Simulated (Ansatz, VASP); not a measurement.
**One calculation of AlMo3C, two programs**

```
Al Mo C
1.0
     4.14297    0.00131    0.00002
     0.00131    4.14221   -0.00064
    -0.00006   -0.00099    8.29722
Al Mo C
2 6 2
Direct
  0.00003 0.00003 0.49999
  0.00000 0.99998 0.99998
  0.99989 0.49989 0.24995
  0.00001 0.50010 0.74998
  0.50013 0.99995 0.25000
  0.50008 0.00006 0.75001
  0.49998 0.49996 0.00002
  0.50004 0.50002 0.50002
  0.49983 0.49995 0.25002
  0.50001 0.50007 0.75003
```

Change from the starting cell: cell x2, atoms moved at random (sigma 0.1 Å) and cell strained at random (1.5 %), then relaxed without symmetry.

Alike in both runs: functional PBE; k mesh 6 × 6 × 4; occupations gaussian, width 0.2 eV; no spin polarisation.

Ansatz relaxed the structure, and its values are those at the end. VASP's run is a single point on that final structure, the one shown.

|  | VASP | Ansatz |
| --- | --- | --- |
| version | VASP 6.6.1 | Ansatz 0.2.0 |
| potentials or method | VASP PAW PBE potentials, release 64 (Al, Mo_sv, C), cutoff 520 eV | scalar-relativistic, plane waves, PAW |
| valence electrons in the cell | 98 | 98 |

VASP gave:

| Quantity | Value |
| --- | --- |
| gap on the k mesh at the Fermi level (eV) | none |
| pressure (GPa) | 0.3 |

Q: Estimate Ansatz's values.

A: gap on the k mesh at the Fermi level (eV): none; pressure (GPa): 0.0.

A gap of «none» marks a metal or a gap that the smearing closes.
